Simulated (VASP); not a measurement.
# Ni (P6_3/mmc) in VASP: notebook, part 3 of 3

VASP 6.6.1. The steps go on from the part before.

### Step 6. Single point, PBE, collinear spin, ferromagnetic start

Contents of INCAR:

```
  PREC = Accurate
  ENCUT = 690
  EDIFF = 1E-6
  ISMEAR = 0
  SIGMA = 0.028000000000000004
  LREAL = False
  LASPH = True
  NELM = 200
  ALGO = Normal
  ISIF = 2
  LWAVE = False
  LCHARG = False
  ISPIN = 2
  MAGMOM = 1 1
  LORBIT = 11
  LMAXMIX = 4
  GGA = PE
  NBANDS = 29
  GGA_COMPAT = False
```

Contents of KPOINTS:

```
regular mesh
0
Gamma
  12 12 7
```

Contents of POSCAR:

```
Ni
1.0
    2.4480228978      0.0000000000      0.0000000000
   -1.2240114489      2.1200500186      0.0000000000
    0.0000000000      0.0000000000      4.0728075700
Ni
2
Direct
    0.6666666667      0.3333333333      0.7500000000
    0.3333333333      0.6666666667      0.2500000000
```

Potentials or basis: VASP PAW PBE potentials, release 64 (Ni_sv_GW).

Started as:

```sh
cat potpaw_PBE.64/Ni_sv_GW/POTCAR > POTCAR
mpirun -np 1 vasp_std > vasp.out
```

OUTCAR:

```text
PREC = Accurate
   ENCUT = 690
   EDIFF = 1E-6
   ISMEAR = 0
   LREAL = False
   LASPH = True
   NELM = 200
   ISIF = 2
   ISPIN = 2
   LORBIT = 11
   GGA = PE

 ion  position               nearest neighbor table
   1  0.667  0.333  0.750-   2 2.48   2 2.48   2 2.48   2 2.48   2 2.48   2 2.48
   2  0.333  0.667  0.250-   1 2.48   1 2.48   1 2.48   1 2.48   1 2.48   1 2.48

  LATTYP: Found a hexagonal cell.
 ALAT       =     2.4480228978
 C/A-ratio  =     1.6637130207

  Lattice vectors:

 A1 = (   2.4480228978,   0.0000000000,   0.0000000000)
 A2 = (  -1.2240114489,   2.1200500186,   0.0000000000)
 A3 = (   0.0000000000,   0.0000000000,   4.0728075700)

Analysis of symmetry for initial positions (statically):
=====================================================================
 Subroutine PRICEL returns:
 Original cell was already a primitive cell.

 Routine SETGRP: Setting up the symmetry group for a
 hexagonal supercell.

 Subroutine GETGRP returns: Found 24 space group operations
 (whereof 12 operations were pure point group operations)
 out of a pool of 24 trial point group operations.

The static configuration has the point symmetry D_3d.
 The point group associated with its full space group is D_6h.

Analysis of symmetry for dynamics (positions and initial velocities):
=====================================================================
 Subroutine PRICEL returns:
 Original cell was already a primitive cell.

 Routine SETGRP: Setting up the symmetry group for a
 hexagonal supercell.

 Subroutine GETGRP returns: Found 24 space group operations
 (whereof 12 operations were pure point group operations)
 out of a pool of 24 trial point group operations.

The dynamic configuration has the point symmetry D_3d.
 The point group associated with its full space group is D_6h.

Analysis of structural, dynamic, and magnetic symmetry:
[... 147 lines left out ...]
 maximum number of plane-waves:       881
 NGX is ok and might be reduce to    24
   NGX = 11   NGY = 11   NGZ = 17

 number of electron      36.0000008 magnetization       1.3284173

 Free energy of the ion-electron system (eV)
  ---------------------------------------------------
  ext. energy  EPLUGINS =         0.00000000
  ---------------------------------------------------
  free energy    TOTEN  =       -12.77117106 eV

  energy without entropy =      -12.76933915  energy(sigma->0) =      -12.77025511

 E-fermi :   8.2696     XC(G=0): -14.0629

 val. band max:        8.2694286234   @ k =   0.3333   0.3333   0.2857
 cond. band min:       8.2734422691   @ k =   0.0833   0.0000   0.0000
 fundamental gap:      0.0040136457
 Fermi energy:         8.2695625060

 spin component 1

 k-point     1 :       0.0000    0.0000    0.0000
  band No.  band energies     occupation
      1     -95.5114      1.00000
      2     -95.4763      1.00000
      3     -55.9575      1.00000
      4     -55.7973      1.00000
      5     -55.7973      1.00000
      6     -55.7659      1.00000
[... 757 lines left out ...]
     28      33.1303      0.00000
     29      36.1930      0.00000

 [... further k-points ...]

 spin component 2

 k-point     1 :       0.0000    0.0000    0.0000
  band No.  band energies     occupation
      1     -94.6314      1.00000
      2     -94.5951      1.00000
      3     -55.1246      1.00000
      4     -54.9286      1.00000
      5     -54.9286      1.00000
      6     -54.8961      1.00000
[... 757 lines left out ...]
     28      33.2329      0.00000
     29      36.2609      0.00000

 [... further k-points ...]
[... 5 lines left out ...]
  --------------------------------------------------------------------------------------
  -------------------------------------------------------------------------------------
  Total        0.9537351      0.9537351      0.4629304     -0.0000000      0.0000000      0.0000000
  in kB       72.2907718     72.2907718     35.0889859     -0.0000000      0.0000000      0.0000000
  external PRESSURE =      59.8901765 kB  Pullay stress =       0.0000000 kB

 VOLUME and BASIS-vectors are now :
 -----------------------------------------------------------------------------
  energy-cutoff  :      690.00
  volume of cell :       21.14
      direct lattice vectors                 reciprocal lattice vectors
     2.448022898  0.000000000  0.000000000     0.408492911  0.235843492  0.000000000
    -1.224011449  2.120050019  0.000000000     0.000000000  0.471686984  0.000000000
     0.000000000  0.000000000  4.072807570     0.000000000  0.000000000  0.245530873

 POSITION                                       TOTAL-FORCE (eV/Angst)
 -----------------------------------------------------------------------------------
      1.22401      0.70668      3.05461         0.000000     -0.000000      0.000000
     -0.00000      1.41337      1.01820        -0.000000      0.000000      0.000000
 -----------------------------------------------------------------------------------
    total drift:                                0.000000     -0.000000      0.000000

  FREE ENERGIE OF THE ION-ELECTRON SYSTEM (eV)
  ---------------------------------------------------
  free  energy   TOTEN  =       -12.7711710578 eV

  energy  without entropy=      -12.7693391540  energy(sigma->0) =      -12.77025511

 total charge

# of ion       s       p       d       f       tot
--------------------------------------------------
    1        2.245   6.309   7.812   0.005  16.373
    2        2.245   6.309   7.812   0.005  16.373
--------------------------------------------------
tot          4.491  12.618  15.625   0.011  32.745

 magnetization (x)

# of ion       s       p       d       f       tot
--------------------------------------------------
    1       -0.000  -0.016   0.720  -0.000   0.703
    2       -0.000  -0.016   0.720  -0.000   0.703
--------------------------------------------------
tot         -0.000  -0.032   1.439  -0.000   1.407
```

OSZICAR:

```text
N       E                     dE             d eps       ncg     rms          rms(c)
DAV:   1     0.623916808052E+03    0.62392E+03   -0.23304E+04 13535   0.561E+03
DAV:   2     0.377963843170E+02   -0.58612E+03   -0.55741E+03 15643   0.132E+03
DAV:   3    -0.160949991765E+02   -0.53891E+02   -0.52690E+02 17449   0.514E+02
DAV:   4    -0.177628296756E+02   -0.16678E+01   -0.16672E+01 16736   0.553E+01
DAV:   5    -0.178179598489E+02   -0.55130E-01   -0.55128E-01 14054   0.827E+00    0.201E+01
DAV:   6    -0.151854096582E+02    0.26326E+01   -0.27314E+01 11049   0.381E+02    0.132E+01
DAV:   7    -0.128500358614E+02    0.23354E+01   -0.92245E+00 11475   0.193E+02    0.341E+00
DAV:   8    -0.127767547155E+02    0.73281E-01   -0.35618E-01 17523   0.161E+01    0.103E+00
DAV:   9    -0.127705602137E+02    0.61945E-02   -0.10443E-02 16067   0.322E+00    0.248E-01
DAV:  10    -0.127710825843E+02   -0.52237E-03   -0.81635E-04 16413   0.102E+00    0.155E-01
DAV:  11    -0.127711664017E+02   -0.83817E-04   -0.84640E-05 16908   0.427E-01    0.364E-02
DAV:  12    -0.127711680496E+02   -0.16479E-05   -0.22793E-05 13994   0.833E-02    0.143E-02
DAV:  13    -0.127711705425E+02   -0.24929E-05   -0.24960E-06 10292   0.393E-02    0.620E-03
DAV:  14    -0.127711710578E+02   -0.51532E-06   -0.26840E-07  6947   0.290E-02
   1 F= -.12771171E+02 E0= -.12770255E+02  d E =-.183190E-02  mag=     1.3293
```

stdout:

```text
POSCAR found type information on POSCAR Ni
 POSCAR found :  1 types and       2 ions
 scaLAPACK will be used
 LDA part: xc-table for (Slater+PW92), standard interpolation
 POSCAR, INCAR and KPOINTS ok, starting setup
 FFT: planning ... GRIDC
 FFT: planning ... GRID_SOFT
 FFT: planning ... GRID
 WAVECAR not read
 entering main loop
```

It took 5.1 min on 1 thread of AMD EPYC 7R43 (Zen 3), shared host; peak memory 0.21 GiB.

What came out:

```
Free energy                                           : -12.7712 eV
Pressure                                              : 6.0 GPa
Net moment                                            : 1.33 μB per cell
Site moments                                          : Ni +0.70 μB
Valence electrons inside the program's atomic spheres : Ni 16.37
```

Levels at points of the mesh, in eV from the Fermi level:
Spin up:
| k point | band 17 | band 18 | band 19 | band 20 | band 21 | band 22 |
| --- | --- | --- | --- | --- | --- | --- |
| (0.00, 0.00, 0.00) | -1.70 | -0.75 | -0.75 | -0.67 | 5.50 | 22.81 |
| (0.50, 0.00, 0.00) | -0.59 | -0.52 | 1.14 | 3.09 | 9.32 | 9.86 |
Spin down:
```
           k point  band 16  band 17  band 18  band 19  band 20  band 21
(0.00, 0.00, 0.00)    -1.01    -1.01    -0.73    -0.02    -0.02     5.96
(0.50, 0.00, 0.00)     0.15     0.20     0.32     1.67     3.51     9.44
```

Caveat: the cell stands under pressure.

### Step 7. Overview

```tsv
level	cell	smearing	gap on the mesh (eV)	pressure (GPa)	moment (μB)
PBE	a = 2.448, b = 2.448, c = 4.073 Å, angles 90.0, 90.0, 120.0°, 2 atoms	gaussian 0.024 eV	none	6.0	1.33
PBE	a = 2.448, b = 2.448, c = 4.073 Å, angles 90.0, 90.0, 120.0°, 2 atoms	gaussian 0.019 eV	none	6.2	1.34
PBEsol+D3(BJ)	a = 2.426, b = 2.426, c = 3.972 Å, angles 90.0, 90.0, 120.0°, 2 atoms	fermi-dirac 0.05 eV	none	-2.4	1.27
BLYP+D4	a = 2.473, b = 2.473, c = 4.060 Å, angles 90.0, 90.0, 120.0°, 2 atoms	fermi-dirac 0.05 eV	none	-0.8	1.25
PBE	a = 2.448, b = 2.448, c = 4.073 Å, angles 90.0, 90.0, 120.0°, 2 atoms	gaussian 0.028 eV	none	6.0	1.33
```

Alike in all rows: task single point; potentials or basis VASP PAW PBE potentials, release 64 (Ni_sv_GW); spin collinear, ferromagnetic start; k mesh 12 × 12 × 7; cutoff (eV) 690.

Caveats: the cell stands under pressure (at least some runs); the PAW data sets were made with another functional, which shifts forces and pressure a little (at least some runs).

Absolute energies hang on the potentials; compare differences alone.
